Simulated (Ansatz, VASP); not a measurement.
Rh in VASP and in Ansatz

```xyz
4
Lattice="2.5318 -1.6734 0.0000 2.5318 1.6734 0.0000 0.0000 0.0000 6.8260" Properties=species:S:1:pos:R:3 pbc="T T T"
Rh    2.5318   -1.1713    0.7986
Rh    2.5318   -0.5020    4.2117
Rh    2.5318    1.1713    6.0274
Rh    2.5318    0.5020    2.6144
```

Alike in both runs: task single point; functional r2SCAN; k mesh 6 × 6 × 4; occupations gaussian, width 0.1 eV; no spin polarisation.

|  | VASP | Ansatz |
| --- | --- | --- |
| version | VASP 6.6.1 | Ansatz 0.2.0 |
| potentials or method | VASP PAW PBE potentials, release 64 (Rh_pv), cutoff 520 eV | scalar-relativistic, plane waves, PAW |
| valence electrons in the cell | 60 | 68 |

```tsv
	VASP	Ansatz	Ansatz less VASP
gap on the k mesh at the Fermi level (eV)	none	none	-
rms of the force components (eV/Å)	8.913	8.324	-0.5890
```

VASP's potentials were made for PBE, not for r2SCAN. Atom by atom the forces differ by 0.589 eV/Å (rms over components). A gap of «none» marks a metal or a gap that the smearing closes. VASP's potentials hold 60 valence electrons a cell and Ansatz's 68, so a difference there can come from the potentials and not from the codes.

The k mesh is coarse, so the values compare programs but aren't converged.
